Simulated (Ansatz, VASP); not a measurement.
**Two plane-wave programs on BaTiO3**

```
CELL_PARAMETERS angstrom
4.01925 0.00000 0.00000
0.00000 4.01925 0.03014
0.00000 0.03014 4.01925
ATOMIC_POSITIONS crystal
Ba 0.50000 0.50000 0.50000
Ti 0.00000 0.00000 0.00000
O 0.50000 0.00000 0.00000
O 0.00000 0.50000 0.00000
O 0.00000 0.00000 0.50000
```

Change from the starting cell: strain +0.0150 x Voigt [0, 0, 0, 1, 0, 0], atoms carried along.

Alike in both runs: task single point; functional PBE; k mesh 8 × 8 × 8; occupations gaussian, width 0.05 eV; no spin polarisation.

|  | VASP | Ansatz |
| --- | --- | --- |
| version | VASP 6.6.1 | Ansatz 0.2.0 |
| potentials or method | VASP PAW PBE potentials, release 64 (Ba_sv, Ti_sv, O), cutoff 520 eV | scalar-relativistic, plane waves, PAW |
| valence electrons in the cell | 40 | 40 |

```csv
,VASP,Ansatz,Ansatz less VASP
gap on the k mesh at the Fermi level (eV),1.68,1.74,+0.063
least direct gap on the mesh (eV),1.81,1.83,+0.026
pressure (GPa),1.7,0.0,-1.71
"traceless stress, the component that is largest in VASP (GPa)",-1.84,-1.79,+0.051
```

Neither program's run includes spin-orbit coupling.
